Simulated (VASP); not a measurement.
# H3CCl in VASP: single point with PBE+D3(BJ)

Aim: the single point of H3CCl with PBE+D3(BJ).

Program: VASP 6.6.1. These are calculated values, not measurements. Logs are shortened: lines on timing, memory, paths and dates and some standing lists are left out, and cuts for length are marked.

## 1. The cell of the first run

The cell holds a disordered packing, 40 atoms: a = 8.382 Å, b = 8.382 Å, c = 8.382 Å, α = 90.00°, β = 90.00°, γ = 90.00°.

## 2. Single point, PBE+D3(BJ)

Contents of INCAR:

```
SYSTEM = H3CCl
ALGO     = Normal         ! electronic algorithm
EDIFF    = 1E-6           ! SCF threshold, eV
ENCUT    = 1000           ! plane-wave cutoff, eV
GGA      = PE             ! functional
GGA_COMPAT= .FALSE.      
ISIF     = 2              ! what is computed and relaxed
ISMEAR   = -1             ! smearing method
IVDW     = 12             ! dispersion correction
LASPH    = .TRUE.         ! aspherical terms in the spheres
LCHARG   = .FALSE.        ! write CHGCAR
LREAL    = Auto         
LWAVE    = .FALSE.        ! write WAVECAR
NBANDS   = 82             ! bands
NELM     = 120            ! most SCF steps
PREC     = Accurate       ! precision mode
SIGMA    = 0.05           ! smearing width, eV
```

Contents of KPOINTS:

```
k-points
0
G
  1 1 1
  0 0 0
```

Contents of POSCAR:

```
H3CCl
1.0
    8.3815160000      0.0000000000      0.0000000000
    0.0000000000      8.3815160000      0.0000000000
    0.0000000000      0.0000000000      8.3815160000
C Cl H
8 8 24
Direct
    0.2314733832      0.8570143164      0.7929191235
    0.6487249634      0.6573594173      0.0269729420
    0.2755068485      0.3834550488      0.6057085869
    0.1148075214      0.3460612944      0.1511691546
    0.8686530998      0.1139074006      0.7266697904
    0.7759778561      0.6588988719      0.4761155836
    0.5370970324      0.0607266877      0.2619286353
    0.0900315682      0.8558712520      0.1946976414
    0.3654284490      1.0097854247      0.8628449482
    0.4754884007      0.6162558103      0.1459348335
    0.4523537970      0.4603953709      0.7019667531
   -0.0144140797      0.2801124119      0.3091507853
    0.8061792239      0.1468643046      0.9303710319
    0.8639605287      0.6231681340      0.6685885227
    0.5205876537      0.0336578793      0.4735146904
    0.1646981461      0.7612202998      0.3710461758
    0.1145662220      0.8758010108      0.8482495743
    0.2216924783      0.8672634199      0.6627413788
    0.2821716524      0.7410510514      0.8254919504
    0.7304241859      0.7300204226      0.0991958734
    0.7040284355      0.5440916872     -0.0074739866
    0.6113951144      0.7235825046     -0.0788063919
    0.2489496616      0.4591128279      0.5018449844
    0.3006769183      0.2595623056      0.5712308332
    0.1753718142      0.3887298615      0.6905544387
    0.2382730386      0.3342099943      0.1912357659
    0.0909998043      0.2711705051      0.0471060037
    0.0867363408      0.4709383272      0.1260186434
    0.8581397274     -0.0140138154      0.7015231070
    0.7894229834      0.1834382149      0.6487306623
    0.9925175738      0.1533336363      0.7157659727
    0.6483156538      0.6351068297      0.4847130461
    0.7978982438      0.7835984327      0.4446567830
    0.8330674389      0.5781169342      0.3912594215
    0.5133334151      0.1864913021      0.2348656950
    0.6587889385      0.0294880602      0.2250530794
    0.4501396959     -0.0176630382      0.2036426849
    0.1886875444      0.8637717485      0.1091742766
   -0.0070786925      0.7828984305      0.1466135945
    0.0467201189      0.9747589219      0.2268055107
```

Potentials or basis: VASP PAW PBE potentials, release 64 (C_h, Cl, H_h).

On the command line:

```
$ cat potpaw_PBE.64/C_h/POTCAR potpaw_PBE.64/Cl/POTCAR potpaw_PBE.64/H_h/POTCAR > POTCAR
$ mpirun -np 1 vasp_gam > vasp.out
```

OUTCAR:

```text
SYSTEM = H3CCl
   EDIFF = 1E-6
   ENCUT = 1000
   GGA = PE
   ISIF = 2
   ISMEAR = -1
   IVDW = 12
   LASPH = .TRUE.
   LREAL = Auto
   NELM = 120
   PREC = Accurate
 IVDW          = 12

 ion  position               nearest neighbor table
   1  0.231  0.857  0.793-  19 1.10  17 1.10  18 1.10   9 1.80
   2  0.649  0.657  0.027-  22 1.09  21 1.10  20 1.10  10 1.79
   3  0.276  0.383  0.606-  24 1.10  23 1.10  25 1.10  11 1.81
   4  0.115  0.346  0.151-  26 1.09  27 1.09  28 1.09  12 1.80
   5  0.869  0.114  0.727-  31 1.09  29 1.10  30 1.10  13 1.81
   6  0.776  0.659  0.476-  32 1.09  34 1.09  33 1.09  14 1.80
   7  0.537  0.061  0.262-  37 1.10  35 1.10  36 1.10  15 1.79
   8  0.090  0.856  0.195-  40 1.09  39 1.09  38 1.10  16 1.79
   9  0.365  0.010  0.863-   1 1.80
  10  0.475  0.616  0.146-   2 1.79
  11  0.452  0.460  0.702-   3 1.81
  12  0.986  0.280  0.309-   4 1.80
  13  0.806  0.147  0.930-   5 1.81
  14  0.864  0.623  0.669-   6 1.80
[... 24 lines left out ...]
  39  0.993  0.783  0.147-   8 1.09
  40  0.047  0.975  0.227-   8 1.09

  LATTYP: Found a simple cubic cell.
 ALAT       =     8.3815160000

  Lattice vectors:

 A1 = (   8.3815160000,   0.0000000000,   0.0000000000)
 A2 = (   0.0000000000,   8.3815160000,   0.0000000000)
 A3 = (   0.0000000000,   0.0000000000,   8.3815160000)

Analysis of symmetry for initial positions (statically):
=====================================================================
 Subroutine PRICEL returns:
 Original cell was already a primitive cell.

 Routine SETGRP: Setting up the symmetry group for a
 simple cubic supercell.

 Subroutine GETGRP returns: Found  1 space group operations
 (whereof  1 operations were pure point group operations)
 out of a pool of 48 trial point group operations.

The static configuration has the point symmetry C_1 .

Analysis of symmetry for dynamics (positions and initial velocities):
=====================================================================
 Subroutine PRICEL returns:
 Original cell was already a primitive cell.

 Routine SETGRP: Setting up the symmetry group for a
 simple cubic supercell.

 Subroutine GETGRP returns: Found  1 space group operations
 (whereof  1 operations were pure point group operations)
 out of a pool of 48 trial point group operations.

The dynamic configuration has the point symmetry C_1 .

 Subroutine INISYM returns: Found  1 space group operations
 (whereof  1 operations are pure point group operations),
 and found     1 'primitive' translations

----------------------------------------------------------------------------------------

                                     Primitive cell

  volume of cell :     588.7999

  direct lattice vectors                    reciprocal lattice vectors
     8.381516000  0.000000000  0.000000000     0.119310158  0.000000000  0.000000000
     0.000000000  8.381516000  0.000000000     0.000000000  0.119310158  0.000000000
     0.000000000  0.000000000  8.381516000     0.000000000  0.000000000  0.119310158

  length of vectors
     8.381516000  8.381516000  8.381516000     0.119310158  0.119310158  0.119310158

  position of ions in fractional coordinates (direct lattice)
     0.231473383  0.857014316  0.792919123
     0.648724963  0.657359417  0.026972942
     0.275506849  0.383455049  0.605708587
     0.114807521  0.346061294  0.151169155
     0.868653100  0.113907401  0.726669790
     0.775977856  0.658898872  0.476115584
[... 32 lines left out ...]
     0.992921307  0.782898430  0.146613595
     0.046720119  0.974758922  0.226805511

  ion indices of the primitive-cell ions
   primitive index   ion index
                 1           1
                 2           2
                 3           3
                 4           4
                 5           5
                 6           6
[... 32 lines left out ...]
                39          39
                40          40

----------------------------------------------------------------------------------------

 KPOINTS: k-points

Automatic generation of k-mesh.
 Grid dimensions read from file:
 generate k-points for:    1    1    1

 Generating k-lattice:

  Cartesian coordinates                     Fractional coordinates (reciprocal lattice)
     0.119310158  0.000000000  0.000000000     1.000000000  0.000000000  0.000000000
     0.000000000  0.119310158  0.000000000     0.000000000  1.000000000  0.000000000
     0.000000000  0.000000000  0.119310158     0.000000000  0.000000000  1.000000000

  Length of vectors
     0.119310158  0.119310158  0.119310158

  Shift w.r.t. Gamma in fractional coordinates (k-lattice)
     0.000000000  0.000000000  0.000000000

 Subroutine IBZKPT returns following result:
 ===========================================

 Found      1 irreducible k-points:

 Following reciprocal coordinates:
            Coordinates               Weight
  0.000000  0.000000  0.000000      1.000000
   k-points           NKPTS =      1   k-points in BZ     NKDIM =      1   number of bands    NBANDS=     82
   number of dos      NEDOS =    301   number of ions     NIONS =     40
   total plane-waves  NPLWV = 729000
   dimension x,y,z NGX =    90 NGY =   90 NGZ =   90
   dimension x,y,z NGXF=   180 NGYF=  180 NGZF=  180
   ions per type =               8   8  24
   NGX,Y,Z   is equivalent  to a cutoff of  17.85, 17.85, 17.85 a.u.
   NGXF,Y,Z  is equivalent  to a cutoff of  35.70, 35.70, 35.70 a.u.
 SYSTEM =  H3CCl
   PREC   = accura    normal or accurate (medium, high low for compatibility)
   ISTART =      0    job   : 0-new  1-cont  2-samecut
   ICHARG =      2    charge: 1-file 2-atom 10-const
   ISPIN  =      1    spin polarized calculation?
   LNONCOLLINEAR =      F non collinear calculations
   LSORBIT =      F    spin-orbit coupling
   LASPH  =      T    aspherical Exc in radial PAW
   ENCUT  = 1000.0 eV  73.50 Ry    8.57 a.u.  21.61 21.61 21.61*2*pi/ulx,y,z
   NELM   =    120;   NELMIN=  2; NELMDL= -5     # of ELM steps
   EDIFF  = 0.1E-05   stopping-criterion for ELM
   LREAL  =      T    real-space projection
   EDIFFG = 0.1E-04   stopping-criterion for IOM
   NSW    =      0    number of steps for IOM
   IBRION =     -1    ionic relax: 0-MD 1-quasi-New 2-CG
   NFREE  =      0    steps in history (QN), initial steepest desc. (CG)
   ISIF   =      2    stress and relaxation
   ISYM   =      2    0-nonsym 1-usesym 2-fastsym
   POTIM  = 0.5000    time-step for ionic-motion
   TEBEG  =    0.0;   TEEND  =   0.0 temperature during run
   PSTRESS=    0.0 pullay stress
   NELECT =     112.0000    total number of electrons
   NUPDOWN=      -1.0000    fix difference up-down
   EMIN   =  10.00;   EMAX   =-10.00  energy-range for DOS
   EFERMI =   0.00;   METHOD = LEGACY
   ISMEAR =    -1;   SIGMA  =   0.05  broadening in eV -4-tet -1-fermi 0-gaus
   EFERMI_NEDOS =   21; number of points for ismear=-14 and -15
   IALGO  =     38    algorithm
   IMIX   =      4    mixing-type and parameters
     AMIX     =   0.40;   BMIX     =  1.00
     AMIX_MAG =   1.60;   BMIX_MAG =  1.00
  volume/ion in A,a.u.               =      14.72        99.34
  Fermi-wavevector in a.u.,A,eV,Ry     =   0.941510  1.779196 12.060763  0.886441
  Thomas-Fermi vector in A             =   2.069028
   LORBIT       =      0    0 simple, 1 ext, 2 COOP (PROOUT), +10 PAW based schemes
   GGA     = PE    functional components
   LHFCALC =     F    Hartree Fock is set to
   AEXX    =    0.0000 exact exchange contribution
   IVDW    =    12    specifies the selected vdW correction
   LEPSILON=     F    determine dielectric tensor
   LRPA    =     F    only Hartree local field effects (RPA)
 non-spin polarized calculation
  energy-cutoff  :     1000.00
  volume of cell :      588.80
 maximum number of plane-waves:     21190
 NGX is ok and might be reduce to    90
   NGX = 43   NGY = 43   NGZ = 43

 number of electron     112.0000000 magnetization

 Free energy of the ion-electron system (eV)
  ---------------------------------------------------
  ext. energy  EPLUGINS =         0.00000000
  ---------------------------------------------------
  free energy    TOTEN  =      -179.93680502 eV

  energy without entropy =     -179.93680502  energy(sigma->0) =     -179.93680502

 E-fermi :  -1.3857     XC(G=0):  -6.7440

 val. band max:       -2.6496789332   @ k =   0.0000   0.0000   0.0000
 cond. band min:       3.0390873784   @ k =   0.0000   0.0000   0.0000
 fundamental gap:      5.6887663117
 Fermi energy:        -1.3856725554

 k-point     1 :       0.0000    0.0000    0.0000
  band No.  band energies     occupation
      1     -17.3563      2.00000
      2     -17.2754      2.00000
      3     -17.1333      2.00000
      4     -17.0851      2.00000
      5     -17.0589      2.00000
      6     -17.0286      2.00000
[... 60 lines left out ...]
     67       4.9689      0.00000
     68       5.0047      0.00000
 [bands above 68 left out]

------------------------ aborting loop because EDIFF is reached ----------------------------------------

 Edisp (eV)   -2.16230

 E8    (eV) :    -0.5701

  FORCE on cell =-STRESS in cart. coord.  units (eV):
  Direction    XX          YY          ZZ          XY          YZ          ZX
  --------------------------------------------------------------------------------------
  -------------------------------------------------------------------------------------
  Total      -2.27320    -2.08392    -1.69543     0.18462     0.27105    -0.24036
  in kB      -6.18558    -5.67054    -4.61341     0.50237     0.73756    -0.65404
  external pressure =       -5.49 kB  Pullay stress =        0.00 kB

 VOLUME and BASIS-vectors are now :
 -----------------------------------------------------------------------------
  energy-cutoff  :     1000.00
  volume of cell :      588.80
      direct lattice vectors                 reciprocal lattice vectors
     8.381516000  0.000000000  0.000000000     0.119310158  0.000000000  0.000000000
     0.000000000  8.381516000  0.000000000     0.000000000  0.119310158  0.000000000
     0.000000000  0.000000000  8.381516000     0.000000000  0.000000000  0.119310158

 POSITION                                       TOTAL-FORCE (eV/Angst)
 -----------------------------------------------------------------------------------
      1.94010      7.18308      6.64586         0.045881      0.084933     -0.070907
      5.43730      5.50967      0.22607        -0.001421     -0.042501      0.118168
      2.30917      3.21393      5.07676         0.013515      0.088688      0.088630
      0.96226      2.90052      1.26703        -0.098500     -0.039686      0.110845
      7.28063      0.95472      6.09059        -0.203907      0.029716      0.083719
      6.50387      5.52257      3.99057         0.070691      0.013905      0.111877
[... 32 lines left out ...]
      8.32219      6.56188      1.22884         0.029841      0.025068      0.004879
      0.39159      8.16996      1.90097        -0.002284      0.007906      0.000522
 -----------------------------------------------------------------------------------
    total drift:                                0.005485     -0.010702      0.001280

  FREE ENERGIE OF THE ION-ELECTRON SYSTEM (eV)
  ---------------------------------------------------
  free  energy   TOTEN  =      -182.0991059923 eV

  energy  without entropy=     -182.0991059923  energy(sigma->0) =     -182.09910599
```

Run time: 5.8 min. Hardware: 1 thread of Intel Xeon Platinum 8488C (Sapphire Rapids), shared host; peak memory 1.2 GiB.

Results:

| Quantity | Value |
| --- | --- |
| Free energy | -182.0991 eV |
| Pressure | -0.5 GPa |
| Largest force | 0.354 eV/Å |
| Band gap on the k mesh | 5.69 eV |
| Dispersion energy per atom | -0.054 eV |

Forces on the atoms (eV/Å):
```
C    0.046  0.085 -0.071
C   -0.001 -0.043  0.118
C    0.014  0.089  0.089
C   -0.099 -0.040  0.111
C   -0.204  0.030  0.084
C    0.071  0.014  0.112
C   -0.009 -0.007 -0.010
C    0.137 -0.068  0.013
Cl  -0.074 -0.102 -0.091
Cl   0.132  0.040 -0.082
Cl  -0.308 -0.136 -0.112
Cl   0.067  0.035 -0.091
Cl   0.121 -0.066 -0.282
Cl  -0.056  0.024 -0.138
Cl  -0.005  0.007 -0.073
Cl  -0.083  0.056 -0.099
H    0.072 -0.032 -0.023
H    0.026  0.020  0.114
H   -0.043  0.030  0.003
H   -0.084 -0.083 -0.085
H   -0.051  0.056  0.045
H   -0.010  0.023 -0.005
H    0.089 -0.173  0.173
H   -0.033  0.185 -0.007
H    0.224  0.036 -0.115
H   -0.007  0.009 -0.008
H    0.026  0.009  0.004
H    0.032  0.001  0.013
H   -0.010  0.125  0.027
H    0.127 -0.109  0.143
H   -0.021  0.010 -0.004
H   -0.038 -0.017  0.037
H   -0.013 -0.024  0.019
H    0.019 -0.026  0.004
H    0.022 -0.114  0.000
H   -0.119  0.043  0.033
H    0.110  0.088  0.062
H   -0.095 -0.008  0.085
H    0.030  0.025  0.005
H   -0.002  0.008  0.001
```

Stress tensor (GPa, compression positive):
```
-0.62  0.05 -0.07
 0.05 -0.57  0.07
-0.07  0.07 -0.46
```

Caveat: the k points lie up to 0.75 Å⁻¹ apart.
